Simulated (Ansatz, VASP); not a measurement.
**Rh2O: VASP beside Ansatz**

```xyz
6
Lattice="2.7633 0.0000 0.0000 -1.3817 2.3931 0.0000 0.0000 0.0000 10.7786" Properties=species:S:1:pos:R:3 pbc="T T T"
Rh    0.0000    1.5954    6.4743
Rh    1.3817    0.7977    1.0850
Rh    0.0000    1.5954    9.6936
Rh    1.3817    0.7977    4.3043
O     0.0000    1.5954    2.6946
O     1.3817    0.7977    8.0839
```

Alike in both runs: functional PBE; k mesh 6 × 6 × 2; occupations gaussian, width 0.1 eV; no spin polarisation.

Ansatz relaxed the structure, and its values are those at the end. VASP's run is a single point on that final structure, the one shown.

|  | VASP | Ansatz |
| --- | --- | --- |
| version | VASP 6.6.1 | Ansatz 0.2.0 |
| potentials or method | VASP PAW PBE potentials, release 64 (Rh_pv, O), cutoff 520 eV | scalar-relativistic, plane waves, PAW |
| valence electrons in the cell | 72 | 80 |

Ansatz gave:

* gap on the k mesh at the Fermi level (eV): none
* pressure (GPa): 0.0

Task: Which values does VASP return?

Result: gap on the k mesh at the Fermi level (eV): none; pressure (GPa): 0.1.

A gap of «none» marks a metal or a gap that the smearing closes. VASP's potentials hold 72 valence electrons a cell and Ansatz's 80, so a difference there can come from the potentials and not from the codes.

The k mesh is coarse, so the values compare programs but aren't converged.
